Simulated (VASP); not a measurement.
# MoS (P6_3/mmc) in VASP: further runs

MoS is run at these levels: PBEsol; tasks: single point, relaxation of cell and atoms.

Everything below comes from runs of VASP 6.6.1. Logs are shortened: lines on timing, memory, paths and dates and some standing lists are left out, and cuts for length are marked.

## Step 1: The cell of the first run

It takes space group P6_3/mmc (No. 194, hexagonal). Conventional cell: a = 3.227 Å, b = 3.227 Å, c = 6.279 Å, α = 90.00°, β = 90.00°, γ = 120.00°. Within 3.3 Å of Mo (site symmetry -3m) lie 6 S at 2.44 Å and 8 Mo at 3.14 to 3.23 Å. Within 3.3 Å of S (site symmetry -6m2) lie 6 Mo at 2.44 Å and 6 S at 3.23 Å.

## Step 2: Single point, PBEsol, collinear spin

Contents of INCAR:

```
SYSTEM = MoS
PREC     = Accurate       ! precision mode
ENCUT    = 520            ! plane-wave cutoff, eV
EDIFF    = 1E-6           ! SCF threshold, eV
ISMEAR   = 0              ! smearing method
SIGMA    = 0.1            ! smearing width, eV
LREAL    = .FALSE.        ! projectors in reciprocal space
LASPH    = .TRUE.         ! aspherical terms in the spheres
NELM     = 150            ! most SCF steps
ALGO     = Normal         ! electronic algorithm
ISIF     = 2              ! what is computed and relaxed
LWAVE    = .FALSE.        ! write WAVECAR
LCHARG   = .FALSE.        ! write CHGCAR
ISPIN    = 2              ! spin polarisation
MAGMOM   = 0.09 0.09 0.01 0.01 ! initial moments
LORBIT   = 11             ! projections on sites
LMAXMIX  = 4              ! l up to which the mixer works
GGA      = PS             ! functional
NBANDS   = 32             ! bands
```

Contents of KPOINTS:

```
regular mesh
0
G
  6 6 4
  0 0 0
```

Contents of POSCAR:

```
MoS
1.0
    3.2267923479      0.0000000000      0.0000000000
   -1.6133961739      2.7944841461      0.0000000000
    0.0000000000      0.0000000000      6.2790572543
Mo S
2 2
Direct
    0.0000000000      0.0000000000      0.0000000000
    0.0000000000      0.0000000000      0.5000000000
    0.3333333333      0.6666666667      0.2500000000
    0.6666666667      0.3333333333      0.7500000000
```

Potentials or basis: VASP PAW PBE potentials, release 64 (Mo_sv, S).

Run with:

```
$ cat potpaw_PBE.64/Mo_sv/POTCAR potpaw_PBE.64/S/POTCAR > POTCAR
$ mpirun -np 1 vasp_std > vasp.out
```

OUTCAR:

```text
SYSTEM = MoS
   PREC = Accurate
   ENCUT = 520
   EDIFF = 1E-6
   ISMEAR = 0
   LREAL = .FALSE.
   LASPH = .TRUE.
   NELM = 150
   ISIF = 2
   ISPIN = 2
   LORBIT = 11
   GGA = PS

 ion  position               nearest neighbor table
   1  0.000  0.000  0.000-   3 2.44   4 2.44   4 2.44   3 2.44   4 2.44   3 2.44   2 3.14   2 3.14

   2  0.000  0.000  0.500-   3 2.44   4 2.44   4 2.44   3 2.44   4 2.44   3 2.44   1 3.14   1 3.14

   3  0.333  0.667  0.250-   1 2.44   2 2.44   1 2.44   2 2.44   1 2.44   2 2.44
   4  0.667  0.333  0.750-   1 2.44   2 2.44   1 2.44   2 2.44   1 2.44   2 2.44

  LATTYP: Found a hexagonal cell.
 ALAT       =     3.2267923479
 C/A-ratio  =     1.9459130236

  Lattice vectors:

 A1 = (   3.2267923479,   0.0000000000,   0.0000000000)
 A2 = (  -1.6133961739,   2.7944841461,   0.0000000000)
 A3 = (   0.0000000000,   0.0000000000,   6.2790572543)

Analysis of symmetry for initial positions (statically):
=====================================================================
 Subroutine PRICEL returns:
 Original cell was already a primitive cell.

 Routine SETGRP: Setting up the symmetry group for a
 hexagonal supercell.

 Subroutine GETGRP returns: Found 24 space group operations
 (whereof 12 operations were pure point group operations)
 out of a pool of 24 trial point group operations.

The static configuration has the point symmetry D_3d.
 The point group associated with its full space group is D_6h.

Analysis of symmetry for dynamics (positions and initial velocities):
=====================================================================
 Subroutine PRICEL returns:
 Original cell was already a primitive cell.

 Routine SETGRP: Setting up the symmetry group for a
 hexagonal supercell.

 Subroutine GETGRP returns: Found 24 space group operations
 (whereof 12 operations were pure point group operations)
 out of a pool of 24 trial point group operations.

The dynamic configuration has the point symmetry D_3d.
 The point group associated with its full space group is D_6h.

Analysis of structural, dynamic, and magnetic symmetry:
=====================================================================
 Subroutine PRICEL returns:
 Original cell was already a primitive cell.

 Routine SETGRP: Setting up the symmetry group for a
 hexagonal supercell.

 Subroutine GETGRP returns: Found 24 space group operations
 (whereof 12 operations were pure point group operations)
 out of a pool of 24 trial point group operations.

The overall configuration has the point symmetry D_3d.
 The point group associated with its full space group is D_6h.

 Subroutine INISYM returns: Found 24 space group operations
[... 128 lines left out ...]
 spin polarized calculation
 Gauss-broadening in eV      SIGMA  =   0.10
  energy-cutoff  :      520.00
  volume of cell :       56.62
 maximum number of plane-waves:      1542
 NGX is ok and might be reduce to    24
   NGX = 11   NGY = 11   NGZ = 23

 number of electron      39.9999998 magnetization      -0.0024276

 number of electron      39.9999998 magnetization       0.0001504

 Free energy of the ion-electron system (eV)
  ---------------------------------------------------
  ext. energy  EPLUGINS =         0.00000000
  ---------------------------------------------------
  free energy    TOTEN  =       -34.14604607 eV

  energy without entropy =      -34.13233021  energy(sigma->0) =      -34.13918814

 E-fermi :  12.6017     XC(G=0): -12.8468

 val. band max:       12.5273846343   @ k =   0.1667  -0.0000   0.0000
 cond. band min:      12.6590374889   @ k =   0.3333  -0.0000   0.2500
 fundamental gap:      0.1316528546
 Fermi energy:        12.6016617926

 spin component 1

 k-point     1 :       0.0000    0.0000    0.0000
  band No.  band energies     occupation
      1     -48.9562      1.00000
      2     -48.9306      1.00000
      3     -23.5081      1.00000
      4     -23.1499      1.00000
      5     -22.9304      1.00000
      6     -22.9304      1.00000
[... 724 lines left out ...]
     31      22.1405      0.00000
     32      22.1405      0.00000
 Fermi energy:        12.6016617926

 spin component 2

 k-point     1 :       0.0000    0.0000    0.0000
  band No.  band energies     occupation
      1     -48.9561      1.00000
      2     -48.9305      1.00000
      3     -23.5081      1.00000
      4     -23.1499      1.00000
      5     -22.9303      1.00000
      6     -22.9303      1.00000
[... 724 lines left out ...]
     31      22.1405      0.00000
     32      22.1405      0.00000

------------------------ aborting loop because EDIFF is reached ----------------------------------------

  FORCE on cell =-STRESS in cart. coord.  units (eV):
  Direction    XX          YY          ZZ          XY          YZ          ZX
  --------------------------------------------------------------------------------------
  -------------------------------------------------------------------------------------
  Total        0.1133255      0.1133255      0.2422220      0.0000000     -0.0000000      0.0000000
  in kB        3.2067956      3.2067956      6.8542054      0.0000000     -0.0000000      0.0000000
  external PRESSURE =       4.4225989 kB  Pullay stress =       0.0000000 kB

 VOLUME and BASIS-vectors are now :
 -----------------------------------------------------------------------------
  energy-cutoff  :      520.00
  volume of cell :       56.62
      direct lattice vectors                 reciprocal lattice vectors
     3.226792348  0.000000000  0.000000000     0.309905284  0.178923899  0.000000000
    -1.613396174  2.794484146  0.000000000     0.000000000  0.357847799  0.000000000
     0.000000000  0.000000000  6.279057254     0.000000000  0.000000000  0.159259577

 POSITION                                       TOTAL-FORCE (eV/Angst)
 -----------------------------------------------------------------------------------
      0.00000      0.00000      0.00000        -0.000000      0.000000     -0.000000
      0.00000      0.00000      3.13953         0.000000      0.000000     -0.000000
     -0.00000      1.86299      1.56976         0.000000     -0.000000      0.000000
      1.61340      0.93149      4.70929        -0.000000      0.000000      0.000000
 -----------------------------------------------------------------------------------
    total drift:                               -0.000000      0.000000      0.000000

  FREE ENERGIE OF THE ION-ELECTRON SYSTEM (eV)
  ---------------------------------------------------
  free  energy   TOTEN  =       -34.1460460731 eV

  energy  without entropy=      -34.1323302067  energy(sigma->0) =      -34.13918814

 total charge

# of ion       s       p       d       tot
------------------------------------------
    1        2.241   6.168   4.134  12.543
    2        2.241   6.168   4.134  12.543
    3        1.302   2.396   0.000   3.698
    4        1.302   2.396   0.000   3.698
--------------------------------------------------
tot          7.086  17.128   8.268  32.482

 magnetization (x)

# of ion       s       p       d       tot
------------------------------------------
    1        0.000   0.000   0.000   0.000
    2        0.000   0.000   0.000   0.000
    3       -0.000  -0.000   0.000  -0.000
    4       -0.000  -0.000   0.000  -0.000
--------------------------------------------------
tot         -0.000  -0.000   0.000   0.000
```

OSZICAR:

```text
N       E                     dE             d eps       ncg     rms          rms(c)
DAV:   1     0.351472295242E+03    0.35147E+03   -0.21637E+04  2688   0.123E+03
DAV:   2    -0.232263589508E+02   -0.37470E+03   -0.36255E+03  3104   0.370E+02
DAV:   3    -0.355721909476E+02   -0.12346E+02   -0.12189E+02  3328   0.649E+01
DAV:   4    -0.356841697230E+02   -0.11198E+00   -0.11189E+00  2992   0.644E+00
DAV:   5    -0.356855259218E+02   -0.13562E-02   -0.13560E-02  3312   0.685E-01    0.327E+01
DAV:   6    -0.342163600181E+02    0.14692E+01   -0.46485E+00  2960   0.141E+01    0.120E+01
DAV:   7    -0.341639313573E+02    0.52429E-01   -0.27065E-01  2952   0.332E+00    0.623E+00
DAV:   8    -0.341463653279E+02    0.17566E-01   -0.46160E-02  3248   0.124E+00    0.745E-01
DAV:   9    -0.341461165042E+02    0.24882E-03   -0.15124E-03  3008   0.214E-01    0.406E-01
DAV:  10    -0.341460297860E+02    0.86718E-04   -0.30373E-04  3240   0.105E-01    0.237E-01
DAV:  11    -0.341460508914E+02   -0.21105E-04   -0.81400E-05  3160   0.592E-02    0.307E-02
DAV:  12    -0.341460464043E+02    0.44871E-05   -0.14686E-05  3168   0.248E-02    0.127E-02
DAV:  13    -0.341460460731E+02    0.33121E-06   -0.80590E-07  1928   0.598E-03
   1 F= -.34146046E+02 E0= -.34139188E+02  d E =-.137159E-01  mag=     0.0001
```

stdout:

```text
POSCAR found type information on POSCAR MoS
 POSCAR found :  2 types and       4 ions
 scaLAPACK will be used
 -----------------------------------------------------------------------------
|                                                                             |
|                                                                             |
|     You enforced a specific xc type in the INCAR file but a different       |
|     I HOPE YOU KNOW WHAT YOU ARE DOING!                                     |
|                                                                             |
 -----------------------------------------------------------------------------

 LDA part: xc-table for (Slater+PW92), standard interpolation
 POSCAR, INCAR and KPOINTS ok, starting setup
 FFT: planning ... GRIDC
 FFT: planning ... GRID_SOFT
 FFT: planning ... GRID
 WAVECAR not read
 entering main loop
```

Wall time 50 s (1 thread of Intel Xeon Platinum 8259CL at 2.50GHz (Skylake/Cascade Lake), shared host); peak memory 0.21 GiB.

Results:

```yaml
Free_energy: -34.1460 eV
Pressure: 0.4 GPa
Band_gap_on_the_k_mesh: zero (filled and empty bands overlap)
Net_moment: 0.00 μB per cell
Valence_electrons_inside_the_program's_atomic_spheres: Mo 12.54; S 3.70
```

Stress tensor (GPa, compression positive):
```
0.32 0.00 0.00
0.00 0.32 0.00
0.00 0.00 0.69
```

Caveat: the k points lie up to 0.37 Å⁻¹ apart, too coarse for converged energies and pressures of a metal; the PAW data sets were made with another functional, which shifts forces and pressure a little.

## Step 3: Relaxation of cell and atoms, PBEsol, collinear spin

This run uses another cell than the first one, of 13.66 Å³/atom.

Contents of INCAR:

```
SYSTEM = MoS
ALGO     = Normal         ! electronic algorithm
EDIFF    = 1E-6           ! SCF threshold, eV
EDIFFG   = -0.05          ! ionic threshold
ENCUT    = 600            ! plane-wave cutoff, eV
GGA      = PS             ! functional
IBRION   = 2              ! ionic algorithm
ISIF     = 3              ! what is computed and relaxed
ISMEAR   = 0              ! smearing method
ISPIN    = 2              ! spin polarisation
LASPH    = .True.         ! aspherical terms in the spheres
LCHARG   = .False.        ! write CHGCAR
LMAXMIX  = 4              ! l up to which the mixer works
LORBIT   = 11             ! projections on sites
LREAL    = .False.        ! projectors in reciprocal space
LWAVE    = .False.        ! write WAVECAR
MAGMOM   = 0.09 0.09 0.01 0.01 ! initial moments
NELM     = 150            ! most SCF steps
NSW      = 100            ! ionic steps
PREC     = Accurate       ! precision mode
SIGMA    = 0.1            ! smearing width, eV
```

Contents of KPOINTS:

```
k-points
0
Gamma
  6 6 4
  0 0 0
```

Contents of POSCAR:

```
MoS
1.0
    3.4399428711      0.0000000000      0.0000000000
   -1.7199714355      2.9790779139      0.0000000000
    0.0000000000      0.0000000000      5.3319114501
Mo S
2 2
Direct
    0.0000000000      0.0000000000      0.0000000000
    0.0000000000      0.0000000000      0.5000000000
    0.3333333333      0.6666666667      0.2500000000
    0.6666666667      0.3333333333      0.7500000000
```

Potentials or basis: VASP PAW PBE potentials, release 64 (Mo_sv, S).

Run with:

```
$ cat potpaw_PBE.64/Mo_sv/POTCAR potpaw_PBE.64/S/POTCAR > POTCAR
$ mpirun -np 1 vasp_std > vasp.out
```

Run time: 8.6 min. Hardware: 1 thread of Intel Xeon Platinum 8259CL at 2.50GHz (Skylake/Cascade Lake), shared host; peak memory 0.25 GiB.

Results (log left out):

```
Free energy                                           : -34.1442 eV
Relaxed volume                                        : 14.16 Å³/atom
Relaxed cell                                          : a = 3.216 Å, b = 3.216 Å, c = 6.322 Å, α = 90.00°, β = 90.00°, γ = 120.00°
Space group after relaxing (to 0.1 Å)                 : P6_3/mmc (No. 194)
Energy gained by relaxing                             : 295.4 meV/atom
Ionic steps                                           : 12
Pressure after relaxing                               : 0.1 GPa
Band gap on the k mesh                                : zero (filled and empty bands overlap)
Net moment                                            : 0.00 μB per cell
Valence electrons inside the program's atomic spheres : Mo 12.54; S 3.70
```

Stress tensor (GPa, compression positive):
```
 0.39  0.00  0.00
 0.00  0.39  0.00
 0.00  0.00 -0.49
```

The path:
```
step  energy change (eV)  largest force (eV/Å)  pressure (GPa)  volume (Å³)
   1              0.0000                0.0000           22.33        54.64
   2              0.4162                0.0000          -27.02        70.86
   3             -0.5259                0.0000           -6.80        60.98
   4             -1.0191                0.0000           -9.26        60.04
   5             -1.0864                0.0000           -9.14        59.61
   6             -1.1146                0.0000           -7.73        58.60
   7             -1.1150                0.0000           -8.51        59.06
   8             -0.9304                0.0000           20.49        52.44
   9             -1.1803                0.0000           -0.32        56.71
  10             -1.1803                0.0000           -0.12        56.66
  11             -1.1803                0.0000            0.06        56.61
  12             -1.1818                0.0000            0.10        56.64
```

Final structure:
```
Mo S
1.0
     3.21632    0.00000    0.00000
    -1.60816    2.78542    0.00000
     0.00000    0.00000    6.32212
Mo S
2 2
Direct
  0.00000 0.00000 0.00000
  0.00000 0.00000 0.50000
  0.33333 0.66667 0.25000
  0.66667 0.33333 0.75000
```

Levels at points of the mesh, in eV from the Fermi level:
Spin up:
```
           k point  band 16  band 17  band 18  band 19  band 20  band 21  band 22  band 23  band 24
(0.00, 0.00, 0.00)    -2.35    -2.35    -2.32    -2.32    -1.95    -1.95     0.07     0.07     0.69
(0.50, 0.00, 0.00)    -4.49    -3.73    -2.92    -1.01     0.93     1.21     1.39     1.42     2.71
(0.00, 0.00, 0.50)    -4.76    -1.88    -1.88    -1.30    -1.30    -1.30    -1.30     1.55     1.55
(0.50, 0.00, 0.50)    -5.37    -3.29    -3.29     0.93     0.93     1.06     1.06     1.64     1.64
```
Spin down:
```csv
k point,band 18,band 19,band 20,band 21,band 22,band 23
"(0.00, 0.00, 0.00)",-2.32,-2.32,-1.95,-1.95,0.07,0.07
"(0.50, 0.00, 0.00)",-2.92,-1.01,0.93,1.21,1.39,1.42
"(0.00, 0.00, 0.50)",-1.88,-1.30,-1.30,-1.30,-1.30,1.55
"(0.50, 0.00, 0.50)",-3.29,0.93,0.93,1.06,1.06,1.64
```

Caveat: a cell axis changed by over 15 % at a fixed basis, so the end point is rough; the PAW data sets were made with another functional, which shifts forces and pressure a little.
